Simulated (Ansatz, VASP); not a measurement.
**Two plane-wave programs on NaH**

```xyz
2
Lattice="5.6688 0.0000 0.0000 -2.8344 4.9094 0.0000 0.0000 0.0000 4.0171" Properties=species:S:1:pos:R:3 pbc="T T T"
Na    0.0000    0.0000    2.0085
H     0.0000    0.0000    0.0000
```

Alike in both runs: task relaxation of cell and atoms; functional PBE; k mesh 6 × 6 × 6; occupations gaussian, width 0.02 eV; no spin polarisation.

|  | VASP | Ansatz |
| --- | --- | --- |
| version | VASP 6.6.1 | Ansatz 0.2.0 |
| potentials or method | VASP PAW PBE potentials, release 64 (Na_pv, H), cutoff 600 eV | scalar-relativistic, plane waves, PAW |
| valence electrons in the cell | 8 | 10 |

```csv
,VASP,Ansatz,Ansatz less VASP
"gap on the k mesh at the Fermi level, each at its own relaxed structure (eV)",3.37,3.37,+0.006
relaxed volume (Å³/atom),55.90,55.90,0.000
relaxed cell length with the largest relative difference (Å),4.017,4.017,0.0000
```

VASP's potentials hold 8 valence electrons a cell and Ansatz's 10, so a difference there can come from the potentials and not from the codes.

Noted on VASP's run: the relaxation stopped at its first step, so nothing moved.
